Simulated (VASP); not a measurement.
# SiC (Moissanite) (P6_3mc) in VASP: settings compared

Aim: see how the results for SiC (Moissanite) move with the level of theory and the settings. Levels: r2SCAN+D3(BJ), PBEsol+D4, revPBE+D3(BJ), PBEsol. Tasks: single point, relaxation of cell and atoms.

Everything below comes from runs of VASP 6.6.1. Logs are shortened: lines on timing, memory, paths and dates and some standing lists are left out, and cuts for length are marked.

**1. The cell of the first run**

Symmetry: P6_3mc, No. 186, hexagonal system. The conventional cell has a = 3.136 Å, b = 3.136 Å, c = 5.147 Å, α = 90.00°, β = 90.00°, γ = 120.00°. Within 2.5 Å of Si (site symmetry 3m) lie 4 C at 1.91 to 1.98 Å. Within 2.5 Å of C (site symmetry 3m) lie 4 Si at 1.91 to 1.98 Å.

**2. Single point, r2SCAN+D3(BJ)**

Input file POSCAR:

```
SiC
1.0
    3.1363290418      0.0000000000      0.0000000000
   -1.5681645209      2.7161406248      0.0000000000
    0.0000000000      0.0000000000      5.1470055276
Si C
2 2
Direct
    0.6666666667      0.3333333333      0.5000000000
    0.3333333333      0.6666666667      0.0000000000
    0.6666666667      0.3333333333      0.8850000000
    0.3333333333      0.6666666667      0.3850000000
```

Input file INCAR.step1:

```
SYSTEM = SiC
PREC     = Accurate       ! precision mode
ENCUT    = 520            ! plane-wave cutoff, eV
ISMEAR   = -1             ! smearing method
SIGMA    = 0.05           ! smearing width, eV
LREAL    = .False.        ! projectors in reciprocal space
LASPH    = .True.         ! aspherical terms in the spheres
NELM     = 60             ! most SCF steps
NBANDS   = 16             ! bands
GGA      = PE             ! functional
ALGO     = Normal         ! electronic algorithm
EDIFF    = 1E-4           ! SCF threshold, eV
LWAVE    = .True.         ! write WAVECAR
LCHARG   = .False.        ! write CHGCAR
```

Input file INCAR.step2:

```
SYSTEM = SiC
PREC     = Accurate       ! precision mode
ENCUT    = 520            ! plane-wave cutoff, eV
EDIFF    = 1E-6           ! SCF threshold, eV
ISMEAR   = -1             ! smearing method
SIGMA    = 0.05           ! smearing width, eV
LREAL    = .False.        ! projectors in reciprocal space
LASPH    = .True.         ! aspherical terms in the spheres
NELM     = 60             ! most SCF steps
ALGO     = Normal         ! electronic algorithm
ISIF     = 2              ! what is computed and relaxed
LWAVE    = .False.        ! write WAVECAR
LCHARG   = .True.         ! write CHGCAR
METAGGA  = R2SCAN         ! meta-GGA
LMIXTAU  = .True.       
IVDW     = 12             ! dispersion correction
VDW_S6   = 1.0          
VDW_S8   = 0.78981345   
VDW_A1   = 0.49484001   
VDW_A2   = 5.73083694   
LELF     = .True.         ! ELF
LVHAR    = .True.       
NBANDS   = 16             ! bands
ISTART   = 1
```

Input file KPOINTS:

```
Automatic mesh
0
Gamma
  10 10 5
  0 0 0
```

Potentials or basis: VASP PAW PBE potentials, release 64 (Si, C).

Run with:

```bash
$ cat potpaw_PBE.64/Si/POTCAR potpaw_PBE.64/C/POTCAR > POTCAR
$ cp INCAR.step1 INCAR
$ mpirun -np 1 vasp_std > vasp.out
$ cp INCAR.step2 INCAR
$ mpirun -np 1 vasp_std > vasp.out
```

OUTCAR:

```text
SYSTEM = SiC
   PREC = Accurate
   ENCUT = 520
   EDIFF = 1E-6
   ISMEAR = -1
   LREAL = .False.
   LASPH = .True.
   NELM = 60
   ISIF = 2
   METAGGA = R2SCAN
   IVDW = 12
   ISTART = 1
 IVDW          = 12

 ion  position               nearest neighbor table
   1  0.667  0.333  0.500-   4 1.91   4 1.91   4 1.91   3 1.98   2 3.15   2 3.15   2 3.15   2 3.15
                             2 3.15   2 3.15
   2  0.333  0.667  0.000-   3 1.91   3 1.91   3 1.91   4 1.98   1 3.15   1 3.15   1 3.15   1 3.15
                             1 3.15   1 3.15
   3  0.667  0.333  0.885-   2 1.91   2 1.91   2 1.91   1 1.98
   4  0.333  0.667  0.385-   1 1.91   1 1.91   1 1.91   2 1.98

  LATTYP: Found a hexagonal cell.
 ALAT       =     3.1363290418
 C/A-ratio  =     1.6410923277

  Lattice vectors:

 A1 = (   3.1363290418,   0.0000000000,   0.0000000000)
 A2 = (  -1.5681645209,   2.7161406248,   0.0000000000)
 A3 = (   0.0000000000,   0.0000000000,   5.1470055276)

Analysis of symmetry for initial positions (statically):
=====================================================================
 Subroutine PRICEL returns:
 Original cell was already a primitive cell.

 Routine SETGRP: Setting up the symmetry group for a
 hexagonal supercell.

 Subroutine GETGRP returns: Found 12 space group operations
 (whereof  6 operations were pure point group operations)
 out of a pool of 24 trial point group operations.

The static configuration has the point symmetry C_3v.
 The point group associated with its full space group is C_6v.

Analysis of symmetry for dynamics (positions and initial velocities):
=====================================================================
 Subroutine PRICEL returns:
 Original cell was already a primitive cell.

 Routine SETGRP: Setting up the symmetry group for a
 hexagonal supercell.

 Subroutine GETGRP returns: Found 12 space group operations
 (whereof  6 operations were pure point group operations)
 out of a pool of 24 trial point group operations.

The dynamic configuration has the point symmetry C_3v.
 The point group associated with its full space group is C_6v.

 Subroutine INISYM returns: Found 12 space group operations
 (whereof  6 operations are pure point group operations),
 and found     1 'primitive' translations

----------------------------------------------------------------------------------------

                                     Primitive cell

  volume of cell :      43.8459

  direct lattice vectors                    reciprocal lattice vectors
     3.136329042  0.000000000  0.000000000     0.318844097  0.184084725  0.000000000
    -1.568164521  2.716140625  0.000000000     0.000000000  0.368169450  0.000000000
     0.000000000  0.000000000  5.147005528     0.000000000  0.000000000  0.194287726

  length of vectors
     3.136329042  3.136329042  5.147005528     0.368169450  0.368169450  0.194287726

  position of ions in fractional coordinates (direct lattice)
     0.666666667  0.333333333  0.500000000
     0.333333333  0.666666667  0.000000000
     0.666666667  0.333333333  0.885000000
     0.333333333  0.666666667  0.385000000

  ion indices of the primitive-cell ions
   primitive index   ion index
                 1           1
                 2           2
                 3           3
                 4           4

----------------------------------------------------------------------------------------

 KPOINTS: Automatic mesh

Automatic generation of k-mesh.
 Grid dimensions read from file:
 generate k-points for:   10   10    5

 Generating k-lattice:

  Cartesian coordinates                     Fractional coordinates (reciprocal lattice)
     0.031884410  0.018408473  0.000000000     0.100000000  0.000000000  0.000000000
     0.000000000  0.036816945  0.000000000     0.000000000  0.100000000  0.000000000
     0.000000000  0.000000000  0.038857545     0.000000000  0.000000000  0.200000000

  Length of vectors
     0.036816945  0.036816945  0.038857545

  Shift w.r.t. Gamma in fractional coordinates (k-lattice)
     0.000000000  0.000000000  0.000000000

 Subroutine IBZKPT returns following result:
 ===========================================

 Found     42 irreducible k-points:

 Following reciprocal coordinates:
            Coordinates               Weight
  0.000000  0.000000  0.000000      1.000000
  0.100000  0.000000  0.000000      6.000000
  0.200000  0.000000  0.000000      6.000000
  0.300000  0.000000  0.000000      6.000000
  0.400000  0.000000  0.000000      6.000000
  0.500000  0.000000  0.000000      3.000000
[... 16 lines left out ...]
  0.300000  0.100000  0.200000     24.000000
  0.400000  0.100000  0.200000     24.000000
 [... further k-points ...]
   k-points           NKPTS =     42   k-points in BZ     NKDIM =     42   number of bands    NBANDS=     16
   number of dos      NEDOS =    301   number of ions     NIONS =      4
   total plane-waves  NPLWV =  23040
   dimension x,y,z NGX =    24 NGY =   24 NGZ =   40
   dimension x,y,z NGXF=    48 NGYF=   48 NGZF=   80
   ions per type =               2   2
   NGX,Y,Z   is equivalent  to a cutoff of  12.72, 12.72, 12.92 a.u.
   NGXF,Y,Z  is equivalent  to a cutoff of  25.44, 25.44, 25.84 a.u.
 SYSTEM =  SiC
   PREC   = accura    normal or accurate (medium, high low for compatibility)
   ISTART =      1    job   : 0-new  1-cont  2-samecut
   ICHARG =      0    charge: 1-file 2-atom 10-const
   ISPIN  =      1    spin polarized calculation?
   LNONCOLLINEAR =      F non collinear calculations
   LSORBIT =      F    spin-orbit coupling
   LASPH  =      T    aspherical Exc in radial PAW
   ENCUT  =  520.0 eV  38.22 Ry    6.18 a.u.   5.83  5.83  9.57*2*pi/ulx,y,z
   NELM   =     60;   NELMIN=  2; NELMDL=  0     # of ELM steps
   EDIFF  = 0.1E-05   stopping-criterion for ELM
   LREAL  =      F    real-space projection
   EDIFFG = 0.1E-04   stopping-criterion for IOM
   NSW    =      0    number of steps for IOM
   IBRION =     -1    ionic relax: 0-MD 1-quasi-New 2-CG
   NFREE  =      0    steps in history (QN), initial steepest desc. (CG)
   ISIF   =      2    stress and relaxation
   ISYM   =      2    0-nonsym 1-usesym 2-fastsym
   POTIM  = 0.5000    time-step for ionic-motion
   TEBEG  =    0.0;   TEEND  =   0.0 temperature during run
   PSTRESS=    0.0 pullay stress
   NELECT =      16.0000    total number of electrons
   NUPDOWN=      -1.0000    fix difference up-down
   EMIN   =  10.00;   EMAX   =-10.00  energy-range for DOS
   EFERMI =   0.00;   METHOD = LEGACY
   ISMEAR =    -1;   SIGMA  =   0.05  broadening in eV -4-tet -1-fermi 0-gaus
   EFERMI_NEDOS =   21; number of points for ismear=-14 and -15
   IALGO  =     38    algorithm
   IMIX   =      4    mixing-type and parameters
     AMIX     =   0.40;   BMIX     =  1.00
     AMIX_MAG =   1.60;   BMIX_MAG =  1.00
  volume/ion in A,a.u.               =      10.96        73.97
  Fermi-wavevector in a.u.,A,eV,Ry     =   1.169873  2.210739 18.620967  1.368602
  Thomas-Fermi vector in A             =   2.306339
   LORBIT       =      0    0 simple, 1 ext, 2 COOP (PROOUT), +10 PAW based schemes
   METAGGA = R2SCAN    functional components
   LHFCALC =     F    Hartree Fock is set to
   AEXX    =    0.0000 exact exchange contribution
   IVDW    =    12    specifies the selected vdW correction
   LEPSILON=     F    determine dielectric tensor
   LRPA    =     F    only Hartree local field effects (RPA)
 non-spin polarized calculation
  energy-cutoff  :      520.00
  volume of cell :       43.85
 maximum number of plane-waves:      1193
 NGX is ok and might be reduce to    24
   NGX = 11   NGY = 11   NGZ = 19

 number of electron      16.0000000 magnetization

 Free energy of the ion-electron system (eV)
  ---------------------------------------------------
  ext. energy  EPLUGINS =         0.00000000
  ---------------------------------------------------
  free energy    TOTEN  =       -38.50562301 eV

  energy without entropy =      -38.50562301  energy(sigma->0) =      -38.50562301

 E-fermi :   8.6372     XC(G=0): -11.6670

 val. band max:        7.6621820759   @ k =   0.0000   0.0000   0.0000
 cond. band min:      10.5561109676   @ k =   0.5000   0.0000   0.0000
 fundamental gap:      2.8939288917
 Fermi energy:         8.6372456478

 k-point     1 :       0.0000    0.0000    0.0000
  band No.  band energies     occupation
      1      -8.3969      2.00000
      2      -5.0480      2.00000
      3      -0.9962      2.00000
      4       6.0450      2.00000
      5       6.0450      2.00000
      6       7.3621      2.00000
[... 8 lines left out ...]
     15      16.5415      0.00000
     16      19.4428      0.00000

 k-point     2 :       0.1000    0.0000    0.0000
  band No.  band energies     occupation
      1      -8.2251      2.00000
      2      -4.9021      2.00000
      3      -0.8403      2.00000
      4       5.1079      2.00000
      5       5.7605      2.00000
      6       6.6885      2.00000
[... 8 lines left out ...]
     15      17.0065      0.00000
     16      18.1341      0.00000

 k-point     3 :       0.2000    0.0000    0.0000
  band No.  band energies     occupation
      1      -7.7176      2.00000
      2      -4.4860      2.00000
      3      -0.4000      2.00000
      4       3.2441      2.00000
      5       5.1638      2.00000
      6       5.1643      2.00000
[... 8 lines left out ...]
     15      17.3684      0.00000
     16      17.9937      0.00000
[... 362 lines left out ...]
 k-point    23 :       0.3000    0.1000    0.2000
  band No.  band energies     occupation
      1      -6.1149      2.00000
      2      -3.9917      2.00000
      3       0.0182      2.00000
      4       1.9555      2.00000
      5       2.4610      2.00000
      6       3.8842      2.00000
[... 8 lines left out ...]
     15      18.8265      0.00000
     16      19.4660      0.00000

 k-point    24 :       0.4000    0.1000    0.2000
  band No.  band energies     occupation
      1      -5.1413      2.00000
      2      -3.7090      2.00000
      3      -0.6965      2.00000
      4       0.7183      2.00000
      5       2.8906      2.00000
      6       3.7098      2.00000
[... 8 lines left out ...]
     15      19.3601      0.00000
     16      20.6748      0.00000

 [... further k-points ...]

------------------------ aborting loop because EDIFF is reached ----------------------------------------

 Edisp (eV)   -0.53236

 E8    (eV) :    -0.1514

  FORCE on cell =-STRESS in cart. coord.  units (eV):
  Direction    XX          YY          ZZ          XY          YZ          ZX
  --------------------------------------------------------------------------------------
  -------------------------------------------------------------------------------------
  Total      -3.59240    -3.59240    -4.11355     0.00000     0.00000     0.00000
  in kB    -131.27041  -131.27041  -150.31388     0.00000     0.00000     0.00000
  external pressure =     -137.62 kB  Pullay stress =        0.00 kB

 VOLUME and BASIS-vectors are now :
 -----------------------------------------------------------------------------
  energy-cutoff  :      520.00
  volume of cell :       43.85
      direct lattice vectors                 reciprocal lattice vectors
     3.136329042  0.000000000  0.000000000     0.318844097  0.184084725  0.000000000
    -1.568164521  2.716140625  0.000000000     0.000000000  0.368169450  0.000000000
     0.000000000  0.000000000  5.147005528     0.000000000  0.000000000  0.194287726

 POSITION                                       TOTAL-FORCE (eV/Angst)
 -----------------------------------------------------------------------------------
      1.56816      0.90538      2.57350        -0.000000      0.000000      0.683509
     -0.00000      1.81076      0.00000         0.000000     -0.000000      0.683509
      1.56816      0.90538      4.55510        -0.000000      0.000000     -0.683509
     -0.00000      1.81076      1.98160         0.000000     -0.000000     -0.683509
 -----------------------------------------------------------------------------------
    total drift:                               -0.000000     -0.000000      0.000896

  FREE ENERGIE OF THE ION-ELECTRON SYSTEM (eV)
  ---------------------------------------------------
  free  energy   TOTEN  =       -39.0379853423 eV

  energy  without entropy=      -39.0379853423  energy(sigma->0) =      -39.03798534
```

It took 73 s on 1 thread of Intel Xeon 6975P-C (Granite Rapids), shared host; peak memory 0.18 GiB.

Results:

| Property | Result |
| --- | --- |
| Free energy | -39.0380 eV |
| Pressure | -13.8 GPa |
| Largest force | 0.684 eV/Å |
| Band gap on the k mesh | 2.89 eV, indirect (least direct gap 4.45 eV) |
| Dispersion energy per atom | -0.133 eV |

Forces in eV/Å, atoms in the order of the input:
```
Si   0.000  0.000  0.684
Si   0.000  0.000  0.684
C    0.000  0.000 -0.684
C    0.000  0.000 -0.684
```

Caveat: the PAW data sets were made with another functional, which shifts forces and pressure a little. A k mesh can miss the band edges.

(Part 1 of 2 ends here.)
